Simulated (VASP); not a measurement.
# ZnO (Fm-3m) in VASP: a series of runs

The runs below take ZnO through single point, relaxation of cell and atoms, with r2SCAN.

Everything below comes from runs of VASP 6.6.1. Logs are shortened: lines on timing, memory, paths and dates and some standing lists are left out, and cuts for length are marked.

### 1 The cell of the first run

Symmetry: Fm-3m, No. 225, cubic system. Conventional cell: a = 4.196 Å, b = 4.196 Å, c = 4.196 Å, α = 90.00°, β = 90.00°, γ = 90.00°. Within 2.8 Å of Zn (site symmetry m-3m) lie 6 O at 2.10 Å. Within 2.8 Å of O (site symmetry m-3m) lie 6 Zn at 2.10 Å.

### 2 Single point, r2SCAN

Input file POSCAR:

```
ZnO
1.0
    0.0000000000      2.0979190241      2.0979190241
    2.0979190241      0.0000000000      2.0979190241
    2.0979190241      2.0979190241      0.0000000000
Zn O
1 1
Direct
    0.0000000000      0.0000000000      0.0000000000
    0.5000000000      0.5000000000      0.5000000000
```

Input file INCAR.step1:

```
SYSTEM = ZnO
  PREC = Accurate
  ENCUT = 520
  ISMEAR = 0
  SIGMA = 0.1
  LREAL = .FALSE.
  LASPH = .TRUE.
  NELM = 80
  NBANDS = 16
  GGA = PE
  ALGO = Normal
  EDIFF = 1E-4
  LWAVE = .TRUE.
  LCHARG = .FALSE.
```

Input file INCAR.step2:

```
SYSTEM = ZnO
  PREC = Accurate
  ENCUT = 520
  EDIFF = 1E-7
  ISMEAR = 0
  SIGMA = 0.1
  LREAL = .FALSE.
  LASPH = .TRUE.
  NELM = 80
  ALGO = Normal
  ISIF = 2
  LWAVE = .FALSE.
  LCHARG = .FALSE.
  METAGGA = R2SCAN
  LMIXTAU = .TRUE.
  NBANDS = 16
  ISTART = 1
```

Input file KPOINTS:

```
regular mesh
0
G
  8 8 8
  0 0 0
```

Potentials or basis: VASP PAW PBE potentials, release 64 (Zn, O).

Run with:

```sh
$ cat potpaw_PBE.64/Zn/POTCAR potpaw_PBE.64/O/POTCAR > POTCAR
$ cp INCAR.step1 INCAR
$ mpirun -np 1 vasp_std > vasp.out
$ cp INCAR.step2 INCAR
$ mpirun -np 1 vasp_std > vasp.out
```

OUTCAR:

```text
SYSTEM = ZnO
   PREC = Accurate
   ENCUT = 520
   EDIFF = 1E-7
   ISMEAR = 0
   LREAL = .FALSE.
   LASPH = .TRUE.
   NELM = 80
   ISIF = 2
   METAGGA = R2SCAN
   ISTART = 1

 ion  position               nearest neighbor table
   1  0.000  0.000  0.000-   2 2.10   2 2.10   2 2.10   2 2.10   2 2.10   2 2.10
   2  0.500  0.500  0.500-   1 2.10   1 2.10   1 2.10   1 2.10   1 2.10   1 2.10

  LATTYP: Found a face centered cubic cell.
 ALAT       =     4.1958380482

  Lattice vectors:

 A1 = (   0.0000000000,   2.0979190241,   2.0979190241)
 A2 = (   2.0979190241,   0.0000000000,   2.0979190241)
 A3 = (   2.0979190241,   2.0979190241,   0.0000000000)

Analysis of symmetry for initial positions (statically):
=====================================================================
 Subroutine PRICEL returns:
 Original cell was already a primitive cell.

 Routine SETGRP: Setting up the symmetry group for a
 face centered cubic supercell.

 Subroutine GETGRP returns: Found 48 space group operations
 (whereof 48 operations were pure point group operations)
 out of a pool of 48 trial point group operations.

The static configuration has the point symmetry O_h .

Analysis of symmetry for dynamics (positions and initial velocities):
=====================================================================
 Subroutine PRICEL returns:
 Original cell was already a primitive cell.

 Routine SETGRP: Setting up the symmetry group for a
 face centered cubic supercell.

 Subroutine GETGRP returns: Found 48 space group operations
 (whereof 48 operations were pure point group operations)
 out of a pool of 48 trial point group operations.

The dynamic configuration has the point symmetry O_h .

 Subroutine INISYM returns: Found 48 space group operations
 (whereof 48 operations are pure point group operations),
 and found     1 'primitive' translations

----------------------------------------------------------------------------------------

                                     Primitive cell

  volume of cell :      18.4670

  direct lattice vectors                    reciprocal lattice vectors
     0.000000000  2.097919024  2.097919024    -0.238331410  0.238331410  0.238331410
     2.097919024  0.000000000  2.097919024     0.238331410 -0.238331410  0.238331410
     2.097919024  2.097919024  0.000000000     0.238331410  0.238331410 -0.238331410

  length of vectors
     2.966905537  2.966905537  2.966905537     0.412802112  0.412802112  0.412802112

  position of ions in fractional coordinates (direct lattice)
     0.000000000  0.000000000  0.000000000
     0.500000000  0.500000000  0.500000000

  ion indices of the primitive-cell ions
   primitive index   ion index
                 1           1
                 2           2

----------------------------------------------------------------------------------------

 KPOINTS: regular mesh

Automatic generation of k-mesh.
 Grid dimensions read from file:
 generate k-points for:    8    8    8

 Generating k-lattice:

  Cartesian coordinates                     Fractional coordinates (reciprocal lattice)
    -0.029791426  0.029791426  0.029791426     0.125000000  0.000000000  0.000000000
     0.029791426 -0.029791426  0.029791426     0.000000000  0.125000000  0.000000000
     0.029791426  0.029791426 -0.029791426     0.000000000  0.000000000  0.125000000

  Length of vectors
     0.051600264  0.051600264  0.051600264

  Shift w.r.t. Gamma in fractional coordinates (k-lattice)
     0.000000000  0.000000000  0.000000000

 Subroutine IBZKPT returns following result:
 ===========================================

 Found     29 irreducible k-points:

 Following reciprocal coordinates:
            Coordinates               Weight
  0.000000  0.000000  0.000000      1.000000
  0.125000  0.000000  0.000000      8.000000
  0.250000  0.000000  0.000000      8.000000
  0.375000  0.000000  0.000000      8.000000
  0.500000  0.000000  0.000000      4.000000
  0.125000  0.125000  0.000000      6.000000
[... 16 lines left out ...]
  0.500000  0.250000  0.125000     48.000000
 -0.375000  0.250000  0.125000     24.000000
 [... further k-points ...]
   k-points           NKPTS =     29   k-points in BZ     NKDIM =     29   number of bands    NBANDS=     16
   number of dos      NEDOS =    301   number of ions     NIONS =      2
   total plane-waves  NPLWV =  13824
   dimension x,y,z NGX =    24 NGY =   24 NGZ =   24
   dimension x,y,z NGXF=    48 NGYF=   48 NGZF=   48
   ions per type =               1   1
   NGX,Y,Z   is equivalent  to a cutoff of  13.45, 13.45, 13.45 a.u.
   NGXF,Y,Z  is equivalent  to a cutoff of  26.90, 26.90, 26.90 a.u.
 SYSTEM =  ZnO
   PREC   = accura    normal or accurate (medium, high low for compatibility)
   ISTART =      1    job   : 0-new  1-cont  2-samecut
   ICHARG =      0    charge: 1-file 2-atom 10-const
   ISPIN  =      1    spin polarized calculation?
   LNONCOLLINEAR =      F non collinear calculations
   LSORBIT =      F    spin-orbit coupling
   LASPH  =      T    aspherical Exc in radial PAW
   ENCUT  =  520.0 eV  38.22 Ry    6.18 a.u.   5.52  5.52  5.52*2*pi/ulx,y,z
   NELM   =     80;   NELMIN=  2; NELMDL=  0     # of ELM steps
   EDIFF  = 0.1E-06   stopping-criterion for ELM
   LREAL  =      F    real-space projection
   EDIFFG = 0.1E-05   stopping-criterion for IOM
   NSW    =      0    number of steps for IOM
   IBRION =     -1    ionic relax: 0-MD 1-quasi-New 2-CG
   NFREE  =      0    steps in history (QN), initial steepest desc. (CG)
   ISIF   =      2    stress and relaxation
   ISYM   =      2    0-nonsym 1-usesym 2-fastsym
   POTIM  = 0.5000    time-step for ionic-motion
   TEBEG  =    0.0;   TEEND  =   0.0 temperature during run
   PSTRESS=    0.0 pullay stress
   NELECT =      18.0000    total number of electrons
   NUPDOWN=      -1.0000    fix difference up-down
   EMIN   =  10.00;   EMAX   =-10.00  energy-range for DOS
   EFERMI =   0.00;   METHOD = LEGACY
   ISMEAR =     0;   SIGMA  =   0.10  broadening in eV -4-tet -1-fermi 0-gaus
   EFERMI_NEDOS =   21; number of points for ismear=-14 and -15
   IALGO  =     38    algorithm
   IMIX   =      4    mixing-type and parameters
     AMIX     =   0.40;   BMIX     =  1.00
     AMIX_MAG =   1.60;   BMIX_MAG =  1.00
  volume/ion in A,a.u.               =       9.23        62.31
  Fermi-wavevector in a.u.,A,eV,Ry     =   1.623181  3.067367 35.847494  2.634717
  Thomas-Fermi vector in A             =   2.716673
   LORBIT       =      0    0 simple, 1 ext, 2 COOP (PROOUT), +10 PAW based schemes
   METAGGA = R2SCAN    functional components
   LHFCALC =     F    Hartree Fock is set to
   AEXX    =    0.0000 exact exchange contribution
   IVDW    =     0    specifies the selected vdW correction
   LEPSILON=     F    determine dielectric tensor
   LRPA    =     F    only Hartree local field effects (RPA)
 non-spin polarized calculation
 Gauss-broadening in eV      SIGMA  =   0.10
  energy-cutoff  :      520.00
  volume of cell :       18.47
 maximum number of plane-waves:       531
 NGX is ok and might be reduce to    24
   NGX = 11   NGY = 11   NGZ = 11

 number of electron      17.9999991 magnetization

 Free energy of the ion-electron system (eV)
  ---------------------------------------------------
  ext. energy  EPLUGINS =         0.00000000
  ---------------------------------------------------
  free energy    TOTEN  =       -17.90870333 eV

  energy without entropy =      -17.90870333  energy(sigma->0) =      -17.90870333

 E-fermi :   3.5216     XC(G=0): -13.4523

 val. band max:        3.0135376724   @ k =   0.5000   0.0000   0.0000
 cond. band min:       4.8167659338   @ k =   0.0000   0.0000   0.0000
 fundamental gap:      1.8032282614
 Fermi energy:         3.5215617126

 k-point     1 :       0.0000    0.0000    0.0000
  band No.  band energies     occupation
      1     -17.1035      2.00000
      2      -1.9981      2.00000
      3      -1.9980      2.00000
      4      -1.9980      2.00000
      5      -1.7890      2.00000
      6      -1.7890      2.00000
[... 8 lines left out ...]
     15      24.5161      0.00000
     16      24.5164      0.00000

 k-point     2 :       0.1250    0.0000    0.0000
  band No.  band energies     occupation
      1     -16.9197      2.00000
      2      -2.1769      2.00000
      3      -2.1129      2.00000
      4      -2.1127      2.00000
      5      -1.8886      2.00000
      6      -1.8885      2.00000
[... 8 lines left out ...]
     15      24.2755      0.00000
     16      24.2755      0.00000

 k-point     3 :       0.2500    0.0000    0.0000
  band No.  band energies     occupation
      1     -16.4387      2.00000
      2      -3.0930      2.00000
      3      -2.6266      2.00000
      4      -2.6265      2.00000
      5      -1.7523      2.00000
      6      -1.7522      2.00000
[... 8 lines left out ...]
     15      25.5084      0.00000
     16      25.5086      0.00000

 k-point     4 :       0.3750    0.0000    0.0000
  band No.  band energies     occupation
      1     -15.8879      2.00000
      2      -4.3735      2.00000
      3      -3.0488      2.00000
      4      -3.0487      2.00000
      5      -1.5970      2.00000
      6      -1.5969      2.00000
[... 8 lines left out ...]
     15      27.7753      0.00000
     16      27.7755      0.00000
[... 324 lines left out ...]
 k-point    22 :       0.3750    0.2500    0.1250
  band No.  band energies     occupation
      1     -16.1184      2.00000
      2      -3.6243      2.00000
      3      -2.6251      2.00000
      4      -2.4834      2.00000
      5      -1.8049      2.00000
      6      -1.5594      2.00000
[... 8 lines left out ...]
     15      29.0171      0.00000
     16      29.2269      0.00000

 k-point    23 :       0.5000    0.2500    0.1250
  band No.  band energies     occupation
      1     -15.7075      2.00000
      2      -4.0241      2.00000
      3      -2.9963      2.00000
      4      -2.7757      2.00000
      5      -1.6654      2.00000
      6      -1.4901      2.00000
[... 8 lines left out ...]
     15      28.2395      0.00000
     16      30.3709      0.00000

 k-point    24 :      -0.3750    0.2500    0.1250
  band No.  band energies     occupation
      1     -15.5244      2.00000
      2      -4.1938      2.00000
      3      -3.0895      2.00000
      4      -2.9890      2.00000
      5      -1.5581      2.00000
      6      -1.5248      2.00000
[... 8 lines left out ...]
     15      26.3944      0.00000
     16      31.2217      0.00000

 [... further k-points ...]

------------------------ aborting loop because EDIFF is reached ----------------------------------------

  FORCE on cell =-STRESS in cart. coord.  units (eV):
  Direction    XX          YY          ZZ          XY          YZ          ZX
  --------------------------------------------------------------------------------------
  -------------------------------------------------------------------------------------
  Total        1.4466102      1.4466102      1.4466102     -0.0000000      0.0000000     -0.0000000
  in kB      125.5064245    125.5064245    125.5064245     -0.0000000      0.0000000     -0.0000000
  external PRESSURE =     125.5064245 kB  Pullay stress =       0.0000000 kB

 VOLUME and BASIS-vectors are now :
 -----------------------------------------------------------------------------
  energy-cutoff  :      520.00
  volume of cell :       18.47
      direct lattice vectors                 reciprocal lattice vectors
     0.000000000  2.097919024  2.097919024    -0.238331410  0.238331410  0.238331410
     2.097919024  0.000000000  2.097919024     0.238331410 -0.238331410  0.238331410
     2.097919024  2.097919024  0.000000000     0.238331410  0.238331410 -0.238331410

 POSITION                                       TOTAL-FORCE (eV/Angst)
 -----------------------------------------------------------------------------------
      0.00000      0.00000      0.00000         0.000000     -0.000000     -0.000000
      2.09792      2.09792      2.09792         0.000000      0.000000      0.000000
 -----------------------------------------------------------------------------------
    total drift:                                0.000000     -0.000000     -0.000000

  FREE ENERGIE OF THE ION-ELECTRON SYSTEM (eV)
  ---------------------------------------------------
  free  energy   TOTEN  =       -17.9087033257 eV

  energy  without entropy=      -17.9087033257  energy(sigma->0) =      -17.90870333
```

Wall time 76 s (1 thread of AMD EPYC 7R43 (Zen 3), shared host); peak memory 0.11 GiB.

Results:

| Quantity | Value |
| --- | --- |
| Free energy | -17.9087 eV |
| Pressure | 12.6 GPa |
| Band gap on the k mesh | 1.80 eV, indirect (least direct gap 3.46 eV) |

Levels at points of the mesh, in eV from the valence-band top:
```csv
k point,band 6,band 7,band 8,band 9,band 10,band 11,band 12,band 13
"(0.00, 0.00, 0.00)",-4.80,-1.65,-1.65,-1.65,1.80,19.13,19.13,19.13
"(0.50, 0.00, 0.00)",-4.54,-3.69,0.00,0.00,6.27,10.54,14.06,14.06
"(0.50, 0.50, 0.00)",-4.41,-4.06,-3.20,-3.20,5.27,12.05,12.06,17.21
```

Caveat: the PAW data sets were made with another functional, which shifts forces and pressure a little. A k mesh can miss the band edges.

### 3 Single point, r2SCAN

This run uses another cell than the first one, of 9.70 Å³/atom, 1.050 times its volume.

Input file POSCAR:

```
ZnO
1.0
    0.0000000000      2.1324317144      2.1324317144
    2.1324317144      0.0000000000      2.1324317144
    2.1324317144      2.1324317144      0.0000000000
Zn O
1 1
Direct
    0.0000000000      0.0000000000      0.0000000000
    0.5000000000      0.5000000000      0.5000000000
```

Input file INCAR.step1:

```
  PREC = Accurate
  ENCUT = 520
  ISMEAR = 0
  SIGMA = 0.1
  LREAL = False
  LASPH = True
  NELM = 80
  NBANDS = 16
  GGA = PE
  ALGO = Normal
  EDIFF = 1E-4
  LWAVE = True
  LCHARG = False
```

Input file INCAR.step2:

```
  PREC = Accurate
  ENCUT = 520
  EDIFF = 1E-7
  ISMEAR = 0
  SIGMA = 0.1
  LREAL = False
  LASPH = True
  NELM = 80
  ALGO = Normal
  ISIF = 2
  LWAVE = False
  LCHARG = False
  METAGGA = R2SCAN
  LMIXTAU = True
  NBANDS = 16
  ISTART = 1
```

Input file KPOINTS:

```
regular mesh
0
Gamma
  8 8 8
```

Potentials or basis: VASP PAW PBE potentials, release 64 (Zn, O).

Run with:

```sh
$ cat potpaw_PBE.64/Zn/POTCAR potpaw_PBE.64/O/POTCAR > POTCAR
$ cp INCAR.step1 INCAR
$ mpirun -np 1 vasp_std > vasp.out
$ cp INCAR.step2 INCAR
$ mpirun -np 1 vasp_std > vasp.out
```

It took 1.7 min on 1 thread of AMD EPYC 7R43 (Zen 3), shared host; peak memory 0.11 GiB.

The run converged. Its results:

```
Free energy            : -17.9485 eV
Pressure               : 1.8 GPa
Band gap on the k mesh : 1.56 eV, indirect (least direct gap 3.00 eV)
```

Levels at points of the mesh, in eV from the valence-band top:
| k point | band 6 | band 7 | band 8 | band 9 | band 10 | band 11 | band 12 | band 13 |
| --- | --- | --- | --- | --- | --- | --- | --- | --- |
| (0.00, 0.00, 0.00) | -4.73 | -1.44 | -1.44 | -1.44 | 1.56 | 18.84 | 18.84 | 18.84 |
| (0.50, 0.00, 0.00) | -4.50 | -3.64 | 0.00 | 0.00 | 6.19 | 10.08 | 13.80 | 13.80 |
| (0.50, 0.50, 0.00) | -4.38 | -4.09 | -2.91 | -2.91 | 5.04 | 11.72 | 11.96 | 16.67 |

Caveat: the PAW data sets were made with another functional, which shifts forces and pressure a little. r2SCAN opens gaps a little over a GGA but as a rule still falls short of measured ones.

(Part 1 of 2 ends here.)
